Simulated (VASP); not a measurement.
A run of VASP 6.6.1 is set up as follows.

INCAR

```
  PREC = Accurate
  ENCUT = 520
  EDIFF = 1E-7
  ISMEAR = 0
  SIGMA = 0.019000000000000003
  LREAL = F
  LASPH = T
  NELM = 100
  ALGO = Normal
  ISIF = 2
  LWAVE = F
  LCHARG = F
  GGA = PE
  NBANDS = 13
```

The input KPOINTS:

```
Automatic mesh
0
Gamma
  10 10 10
```

File POSCAR:

```
Sn
1.0
   -1.8946518192      1.8946518192      1.8946518192
    1.8946518192     -1.8946518192      1.8946518192
    1.8946518192      1.8946518192     -1.8946518192
Sn
1
Direct
    0.0000000000      0.0000000000      0.0000000000
```

Potentials or basis: VASP PAW PBE potentials, release 64 (Sn_d).

The run is started by

```bash
$ cat potpaw_PBE.64/Sn_d/POTCAR > POTCAR
$ mpirun -np 1 vasp_std > vasp.out
```

Question: What does it give for the band gap on the k mesh?

Answer: Zero (band 7 reaches 16.04 eV, above the bottom of band 8 at 5.80 eV).

Question: Predict the pressure.

Answer: 0.6 GPa.

Caveat: spin-orbit coupling is left out, which moves the levels of the heavy elements.
